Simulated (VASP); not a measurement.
Input of a VASP 6.6.1 run:

Contents of INCAR:

```
  PREC = Accurate
  ENCUT = 520
  EDIFF = 1E-6
  ISMEAR = 0
  SIGMA = 0.05
  LREAL = False
  LASPH = True
  NELM = 100
  ALGO = Normal
  ISIF = 2
  LWAVE = False
  LCHARG = True
  GGA = PE
  IVDW = 12
  LELF = True
  LVHAR = True
  NBANDS = 49
```

File KPOINTS:

```
regular mesh
0
Gamma
  9 9 2
```

The input POSCAR:

```
SnO2
1.0
   -3.2372529198      0.0000000000      0.0000000000
   -1.6186264599     -2.8035432670      0.0000000000
   -0.9711758759     -0.5607086535     14.3754773976
Sn O
3 6
Direct
    0.5771040883      0.5771040883      0.4478128920
    0.9701477975     -0.0298522025      0.1492610123
    0.1840603790      0.1840603790      0.7463647718
    0.6230333061      0.6230333061      0.2181668027
    0.8369458876     -0.1630541124      0.8152705622
    0.2299895968      0.2299895968      0.5167186824
    0.5311748704      0.5311748704      0.6774589813
    0.9242185797     -0.0757814203      0.3789071016
    0.3172622890      0.3172622890      0.0803552219
```

Potentials or basis: VASP PAW PBE potentials, release 64 (Sn_d, O).

Launch:

```bash
$ cat potpaw_PBE.64/Sn_d/POTCAR potpaw_PBE.64/O/POTCAR > POTCAR
$ mpirun -np 1 vasp_std > vasp.out
```

Predict the pressure.

0.3 GPa.

What does it give for the dispersion energy per atom?

-0.182 eV.

What does it give for the largest force?

0.261 eV/Å.

Predict the band gap on the k mesh.

1.86 eV, indirect (least direct gap 1.99 eV).

Forces in eV/Å, atoms in the order of the input:
```
Sn   0.000  0.000  0.000
Sn   0.001  0.001  0.118
Sn  -0.001 -0.001 -0.118
O    0.000  0.000  0.066
O    0.000  0.000  0.261
O    0.000  0.000  0.055
O    0.000  0.000 -0.066
O    0.000  0.000 -0.055
O    0.000  0.000 -0.261
```

Caveat: spin-orbit coupling is left out, which moves the levels of the heavy elements. A hybrid or GW would open this gap; PBE tends to underestimate it.
